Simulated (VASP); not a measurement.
# AlP (d3) (F-43m) in VASP: further runs

AlP (d3) is run at these levels: PBE+D3(BJ); tasks: single point, relaxation of cell and atoms.

All numbers are computed with VASP 6.6.1; they aren't measurements. Logs are shortened: lines on timing, memory, paths and dates and some standing lists are left out, and cuts for length are marked.

### 1 The cell of the first run

Symmetry: F-43m, No. 216, cubic system. Conventional cell: a = 5.473 Å, b = 5.473 Å, c = 5.473 Å, α = 90.00°, β = 90.00°, γ = 90.00°. Within 3.1 Å of Al (site symmetry -43m) lie 4 P at 2.37 Å. Within 3.1 Å of P (site symmetry -43m) lie 4 Al at 2.37 Å.

### 2 Single point, PBE+D3(BJ)

The input, INCAR:

```
ALGO = Normal ; EDIFF = 1E-6
ENCUT = 500 ; GGA = PE
GGA_COMPAT = F ; ISIF = 2
ISMEAR = 0 ; IVDW = 12
LASPH = T ; LCHARG = T
LELF = T ; LREAL = F
LVHAR = T ; LWAVE = F
NBANDS = 11 ; NELM = 120
PREC = Accurate ; SIGMA = 0.1
```

The input, KPOINTS:

```
k-points
0
Gamma
  6 6 6
```

The input, POSCAR:

```
AlP
1.0
    0.0000000000      2.7364837100      2.7364837100
    2.7364837100      0.0000000000      2.7364837100
    2.7364837100      2.7364837100      0.0000000000
Al P
1 1
Direct
    0.0000000000      0.0000000000      0.0000000000
    0.2500000000      0.2500000000      0.2500000000
```

Potentials or basis: VASP PAW PBE potentials, release 64 (Al, P).

Run with:

```sh
> cat potpaw_PBE.64/Al/POTCAR potpaw_PBE.64/P/POTCAR > POTCAR
> mpirun -np 1 vasp_std > vasp.out
```

OUTCAR:

```text
EDIFF = 1E-6
   ENCUT = 500
   GGA = PE
   ISIF = 2
   ISMEAR = 0
   IVDW = 12
   LASPH = T
   LREAL = F
   NELM = 120
   PREC = Accurate
 IVDW          = 12

 ion  position               nearest neighbor table
   1  0.000  0.000  0.000-   2 2.37   2 2.37   2 2.37   2 2.37
   2  0.250  0.250  0.250-   1 2.37   1 2.37   1 2.37   1 2.37

  LATTYP: Found a face centered cubic cell.
 ALAT       =     5.4729674200

  Lattice vectors:

 A1 = (   0.0000000000,   2.7364837100,   2.7364837100)
 A2 = (   2.7364837100,   0.0000000000,   2.7364837100)
 A3 = (   2.7364837100,   2.7364837100,   0.0000000000)

Analysis of symmetry for initial positions (statically):
=====================================================================
 Subroutine PRICEL returns:
 Original cell was already a primitive cell.

 Routine SETGRP: Setting up the symmetry group for a
 face centered cubic supercell.

 Subroutine GETGRP returns: Found 24 space group operations
 (whereof 24 operations were pure point group operations)
 out of a pool of 48 trial point group operations.

The static configuration has the point symmetry T_d .

Analysis of symmetry for dynamics (positions and initial velocities):
=====================================================================
 Subroutine PRICEL returns:
 Original cell was already a primitive cell.

 Routine SETGRP: Setting up the symmetry group for a
 face centered cubic supercell.

 Subroutine GETGRP returns: Found 24 space group operations
 (whereof 24 operations were pure point group operations)
 out of a pool of 48 trial point group operations.

The dynamic configuration has the point symmetry T_d .

 Subroutine INISYM returns: Found 24 space group operations
 (whereof 24 operations are pure point group operations),
 and found     1 'primitive' translations

----------------------------------------------------------------------------------------

                                     Primitive cell

  volume of cell :      40.9835

  direct lattice vectors                    reciprocal lattice vectors
     0.000000000  2.736483710  2.736483710    -0.182716235  0.182716235  0.182716235
     2.736483710  0.000000000  2.736483710     0.182716235 -0.182716235  0.182716235
     2.736483710  2.736483710  0.000000000     0.182716235  0.182716235 -0.182716235

  length of vectors
     3.869972376  3.869972376  3.869972376     0.316473802  0.316473802  0.316473802

  position of ions in fractional coordinates (direct lattice)
     0.000000000  0.000000000  0.000000000
[... 76 lines left out ...]
   ISYM   =      2    0-nonsym 1-usesym 2-fastsym
   POTIM  = 0.5000    time-step for ionic-motion
   TEBEG  =    0.0;   TEEND  =   0.0 temperature during run
   PSTRESS=    0.0 pullay stress
   NELECT =       8.0000    total number of electrons
   NUPDOWN=      -1.0000    fix difference up-down
   EMIN   =  10.00;   EMAX   =-10.00  energy-range for DOS
   EFERMI =   0.00;   METHOD = LEGACY
   ISMEAR =     0;   SIGMA  =   0.10  broadening in eV -4-tet -1-fermi 0-gaus
   EFERMI_NEDOS =   21; number of points for ismear=-14 and -15
   IALGO  =     38    algorithm
   IMIX   =      4    mixing-type and parameters
     AMIX     =   0.40;   BMIX     =  1.00
     AMIX_MAG =   1.60;   BMIX_MAG =  1.00
  volume/ion in A,a.u.               =      20.49       138.29
  Fermi-wavevector in a.u.,A,eV,Ry     =   0.949661  1.794599 12.270497  0.901856
  Thomas-Fermi vector in A             =   2.077965
   LORBIT       =      0    0 simple, 1 ext, 2 COOP (PROOUT), +10 PAW based schemes
   GGA     = PE    functional components
   LHFCALC =     F    Hartree Fock is set to
   AEXX    =    0.0000 exact exchange contribution
   IVDW    =    12    specifies the selected vdW correction
   LEPSILON=     F    determine dielectric tensor
   LRPA    =     F    only Hartree local field effects (RPA)
 non-spin polarized calculation
 Gauss-broadening in eV      SIGMA  =   0.10
  energy-cutoff  :      500.00
  volume of cell :       40.98
 maximum number of plane-waves:      1056
   NGX = 15   NGY = 15   NGZ = 15

 number of electron       8.0000001 magnetization

 Free energy of the ion-electron system (eV)
  ---------------------------------------------------
  ext. energy  EPLUGINS =         0.00000000
  ---------------------------------------------------
  free energy    TOTEN  =       -10.36562031 eV

  energy without entropy =      -10.36562031  energy(sigma->0) =      -10.36562031

 E-fermi :   4.9315     XC(G=0):  -9.1793

 val. band max:        4.5199597750   @ k =   0.0000   0.0000   0.0000
 cond. band min:       6.1104908504   @ k =   0.5000   0.5000   0.0000
 fundamental gap:      1.5905310755
 Fermi energy:         4.9315412106

 k-point     1 :       0.0000    0.0000    0.0000
  band No.  band energies     occupation
      1      -6.9453      2.00000
      2       4.5200      2.00000
      3       4.5200      2.00000
      4       4.5200      2.00000
      5       7.7642      0.00000
      6       9.0686      0.00000
      7       9.0686      0.00000
      8       9.0686      0.00000
      9      13.3441      0.00000
     10      13.3441      0.00000
     11      14.7588      0.00000
[... 197 lines left out ...]
 k-point    16 :      -0.3333    0.5000    0.1667
  band No.  band energies     occupation
      1      -4.5905      2.00000
      2      -0.5027      2.00000
      3       1.6351      2.00000
      4       1.8752      2.00000
      5       7.8387      0.00000
      6       8.8209      0.00000
      7      12.1477      0.00000
      8      12.4946      0.00000
      9      15.7184      0.00000
     10      16.4359      0.00000
     11      17.7447      0.00000

------------------------ aborting loop because EDIFF is reached ----------------------------------------

 Edisp (eV)   -0.61134

 E8    (eV) :    -0.2530

  FORCE on cell =-STRESS in cart. coord.  units (eV):
  Direction    XX          YY          ZZ          XY          YZ          ZX
  --------------------------------------------------------------------------------------
  -------------------------------------------------------------------------------------
  Total      -0.26732    -0.26732    -0.26732     0.00000     0.00000     0.00000
  in kB     -10.45050   -10.45050   -10.45050     0.00000     0.00000     0.00000
  external pressure =      -10.45 kB  Pullay stress =        0.00 kB

 VOLUME and BASIS-vectors are now :
 -----------------------------------------------------------------------------
  energy-cutoff  :      500.00
  volume of cell :       40.98
      direct lattice vectors                 reciprocal lattice vectors
     0.000000000  2.736483710  2.736483710    -0.182716235  0.182716235  0.182716235
     2.736483710  0.000000000  2.736483710     0.182716235 -0.182716235  0.182716235
     2.736483710  2.736483710  0.000000000     0.182716235  0.182716235 -0.182716235

 POSITION                                       TOTAL-FORCE (eV/Angst)
 -----------------------------------------------------------------------------------
      0.00000      0.00000      0.00000        -0.000000     -0.000000     -0.000000
      1.36824      1.36824      1.36824         0.000000      0.000000      0.000000
 -----------------------------------------------------------------------------------
    total drift:                               -0.000000     -0.000000      0.000000

  FREE ENERGIE OF THE ION-ELECTRON SYSTEM (eV)
  ---------------------------------------------------
  free  energy   TOTEN  =       -10.9769626336 eV

  energy  without entropy=      -10.9769626336  energy(sigma->0) =      -10.97696263
```

stdout:

```text
POSCAR found type information on POSCAR AlP
 POSCAR found :  2 types and       2 ions
 scaLAPACK will be used
 LDA part: xc-table for (Slater+PW92), standard interpolation
 POSCAR, INCAR and KPOINTS ok, starting setup
 FFT: planning ... GRIDC
 FFT: planning ... GRID_SOFT
 FFT: planning ... GRID
 WAVECAR not read
 entering main loop
```

Run time: 4 s. Hardware: 1 thread of Intel Xeon 6975P-C (Granite Rapids), shared host; peak memory 0.15 GiB.

What came out:

```
Free energy                : -10.9770 eV
Pressure                   : -1.0 GPa
Band gap on the k mesh     : 1.59 eV, indirect (least direct gap 3.24 eV)
Dispersion energy per atom : -0.306 eV
```

Levels at points of the mesh, in eV from the valence-band top:
| k point | band 2 | band 3 | band 4 | band 5 | band 6 | band 7 |
| --- | --- | --- | --- | --- | --- | --- |
| (0.00, 0.00, 0.00) | 0.00 | 0.00 | 0.00 | 3.24 | 4.55 | 4.55 |
| (0.50, 0.00, 0.00) | -5.50 | -0.76 | -0.76 | 2.79 | 4.81 | 4.81 |
| (0.50, 0.50, 0.00) | -5.29 | -2.09 | -2.09 | 1.59 | 2.47 | 11.01 |

A k mesh can miss the band edges.

### 3 Single point, PBE+D3(BJ)

This run uses another cell than the first one, of 20.26 Å³/atom, 0.988 times its volume.

The input, INCAR:

```
SYSTEM = AlP
ALGO = Normal
EDIFF = 1E-6
ENCUT = 500
GGA = PE
GGA_COMPAT = .FALSE.
ISIF = 2
ISMEAR = 0
IVDW = 12
LASPH = .TRUE.
LCHARG = .FALSE.
LREAL = .FALSE.
LWAVE = .FALSE.
NBANDS = 11
NELM = 120
PREC = Accurate
SIGMA = 0.02
```

The input, KPOINTS:

```
k-points
0
G
  8 8 8
  0 0 0
```

The input, POSCAR:

```
AlP
1.0
    0.0000000000      2.7259144688      2.7259144688
    2.7259144688      0.0000000000      2.7259144688
    2.7259144688      2.7259144688      0.0000000000
Al P
1 1
Direct
    0.0000000000      0.0000000000      0.0000000000
    0.2500000000      0.2500000000      0.2500000000
```

Potentials or basis: VASP PAW PBE potentials, release 64 (Al, P).

Run with:

```sh
> cat potpaw_PBE.64/Al/POTCAR potpaw_PBE.64/P/POTCAR > POTCAR
> mpirun -np 1 vasp_std > vasp.out
```

Wall time 6.1 s (1 thread of Intel Xeon 6975P-C (Granite Rapids), shared host); peak memory 0.16 GiB.

The run converged. Its results:

- Free energy: -10.9862 eV
- Pressure: -0.1 GPa
- Band gap on the k mesh: 1.57 eV, indirect (least direct gap 3.34 eV)
- Dispersion energy per atom: -0.310 eV

Levels at points of the mesh, in eV from the valence-band top:
| k point | band 1 | band 2 | band 3 | band 4 | band 5 | band 6 | band 7 | band 8 | band 9 |
| --- | --- | --- | --- | --- | --- | --- | --- | --- | --- |
| (0.00, 0.00, 0.00) | -11.53 | 0.00 | 0.00 | 0.00 | 3.34 | 4.57 | 4.57 | 4.57 | 8.84 |
| (0.50, 0.00, 0.00) | -9.84 | -5.55 | -0.77 | -0.77 | 2.83 | 4.82 | 4.82 | 8.29 | 11.55 |
| (0.50, 0.50, 0.00) | -9.17 | -5.32 | -2.11 | -2.11 | 1.57 | 2.47 | 11.11 | 11.11 | 12.11 |

### 4 Relaxation of cell and atoms, PBE+D3(BJ)

The input, INCAR:

```
PREC = Accurate
ENCUT = 500
EDIFF = 1E-7
ISMEAR = 0
SIGMA = 0.02
LREAL = F
LASPH = T
NELM = 120
ALGO = Normal
ISIF = 3
LWAVE = F
LCHARG = F
GGA = PE
IVDW = 12
IBRION = 2
NSW = 100
EDIFFG = -0.002
GGA_COMPAT = F
NELMIN = 4
```

The input, KPOINTS:

```
regular mesh
0
Gamma
  8 8 8
```

The input, POSCAR:

```
AlP
1.0
    0.0000000000      2.7364837100      2.7364837100
    2.7364837100      0.0000000000      2.7364837100
    2.7364837100      2.7364837100      0.0000000000
Al P
1 1
Direct
    0.0000000000      0.0000000000      0.0000000000
    0.2500000000      0.2500000000      0.2500000000
```

Run with:

```sh
> cat potpaw_PBE.64/Al/POTCAR potpaw_PBE.64/P/POTCAR > POTCAR
> mpirun -np 1 vasp_std > vasp.out
```

Wall time 11 s (1 thread of Intel Xeon 6975P-C (Granite Rapids), shared host); peak memory 0.15 GiB.

Results (log left out):

- Free energy: -10.9863 eV
- Relaxed volume: 20.24 Å³/atom
- Relaxed cell: a = 3.854 Å, b = 3.854 Å, c = 3.854 Å, α = 60.00°, β = 60.00°, γ = 60.00°
- Space group after relaxing (to 0.05 Å): F-43m (No. 216)
- Energy gained by relaxing: 0.9 meV/atom
- Ionic steps: 3
- Pressure after relaxing: 0.0 GPa
- Band gap on the k mesh: 1.57 eV, indirect (least direct gap 3.35 eV)
- Dispersion energy per atom: -0.310 eV

Step by step:
```
step  energy change (eV)  largest force (eV/Å)  pressure (GPa)  volume (Å³)
   1              0.0000                0.0000           -1.08        40.98
   2             -0.0011                0.0000            0.69        40.17
   3             -0.0018                0.0000            0.01        40.47
```

Final structure:
```cif
data_structure
_symmetry_space_group_name_H-M 'P 1'
_symmetry_Int_Tables_number 1
_cell_length_a 3.8538
_cell_length_b 3.8538
_cell_length_c 3.8538
_cell_angle_alpha 60.000
_cell_angle_beta 60.000
_cell_angle_gamma 60.000
_cell_volume 40.47
loop_
_atom_site_label
_atom_site_type_symbol
_atom_site_fract_x
_atom_site_fract_y
_atom_site_fract_z
_atom_site_occupancy
Al1 Al 0.00000 0.00000 0.00000 1
P1 P 0.25000 0.25000 0.25000 1
```

Levels at points of the mesh, in eV from the valence-band top:
| k point | band 2 | band 3 | band 4 | band 5 | band 6 | band 7 |
| --- | --- | --- | --- | --- | --- | --- |
| (0.00, 0.00, 0.00) | 0.00 | 0.00 | 0.00 | 3.35 | 4.57 | 4.57 |
| (0.50, 0.00, 0.00) | -5.55 | -0.77 | -0.77 | 2.84 | 4.82 | 4.82 |
| (0.50, 0.50, 0.00) | -5.33 | -2.11 | -2.11 | 1.57 | 2.47 | 11.12 |

A k mesh can miss the band edges.

### 5 Overview

| task | cell | k mesh | smearing | gap on the mesh (eV) | pressure (GPa) |
| --- | --- | --- | --- | --- | --- |
| single point | a = 3.870 Å, angles 60.0°, 2 atoms | 6 × 6 × 6 | gaussian 0.1 eV | 1.59 | -1.0 |
| single point | a = 3.855 Å, angles 60.0°, 2 atoms | 8 × 8 × 8 | gaussian 0.02 eV | 1.57 | -0.1 |
| relaxation of cell and atoms | relaxed from a = 3.870 Å, angles 60.0°, 2 atoms | 8 × 8 × 8 | gaussian 0.02 eV | 1.57 | 0.0 |

Alike in all rows: level PBE+D3(BJ); potentials or basis VASP PAW PBE potentials, release 64 (Al, P); no spin polarisation; cutoff (eV) 500.

Total energies depend on the potentials used, so only differences within one code and one set of settings carry meaning.
